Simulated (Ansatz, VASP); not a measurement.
## AlCu: VASP beside Ansatz

```
Al Cu
1.0
     2.99751   -0.01499    0.00000
    -0.01499    2.99751    0.00000
     0.00000    0.00000    2.99751
Al Cu
1 1
Cartesian
  0.0000 0.0000 0.0000
  1.4913 1.4913 1.4988
```

Change from the starting cell: strain -0.0100 x Voigt [0, 0, 0, 0, 0, 1], atoms carried along.

Alike in both runs: task single point; functional PBEsol; k mesh 16 × 16 × 16; occupations gaussian, width 0.15 eV; no spin polarisation.

```csv
,VASP,Ansatz
version,VASP 6.6.1,Ansatz 0.2.0
potentials or method,"VASP PAW PBE potentials, release 64 (Al, Cu), cutoff 520 eV","scalar-relativistic, plane waves, PAW"
valence electrons in the cell,14,22
```

```csv
,VASP,Ansatz,Ansatz less VASP
gap on the k mesh at the Fermi level (eV),none,none,-
pressure (GPa),-4.5,-4.8,-0.33
"traceless stress, the component that is largest in VASP (GPa)",0.28,0.28,+0.002
```

VASP's potentials were made for PBE, not for PBEsol. A gap of «none» marks a metal or a gap that the smearing closes. With one functional, cell and mesh, what is left measures potentials, basis and numerics. VASP's potentials hold 14 valence electrons a cell and Ansatz's 22, so a difference there can come from the potentials and not from the codes.
